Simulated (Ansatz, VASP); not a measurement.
One calculation of Zn, two programs

```
Zn
1.0
     2.59570    0.00000    0.00000
    -1.29785    2.24794    0.00000
     0.00000    0.00000    4.98264
Zn
2
Direct
  0.33333 0.66667 0.25000
  0.66667 0.33333 0.75000
```

Alike in both runs: functional r2SCAN; k mesh 18 × 18 × 10; occupations gaussian, width 0.1 eV; no spin polarisation.

Ansatz relaxed the structure, and its values are those at the end. VASP's run is a single point on that final structure, the one shown.

```csv
,VASP,Ansatz
version,VASP 6.6.1,Ansatz 0.2.0
potentials or method,"VASP PAW PBE potentials, release 64 (Zn), cutoff 520 eV","scalar-relativistic, plane waves, PAW"
valence electrons in the cell,24,24
```

|  | VASP | Ansatz | Ansatz less VASP |
| --- | --- | --- | --- |
| gap on the k mesh at the Fermi level (eV) | none | none | - |
| pressure (GPa) | 0.5 | 0.0 | -0.50 |

VASP's potentials were made for PBE, not for r2SCAN. A gap of «none» marks a metal or a gap that the smearing closes. The functional is the same, so the differences come from potentials, cutoffs and numerics.
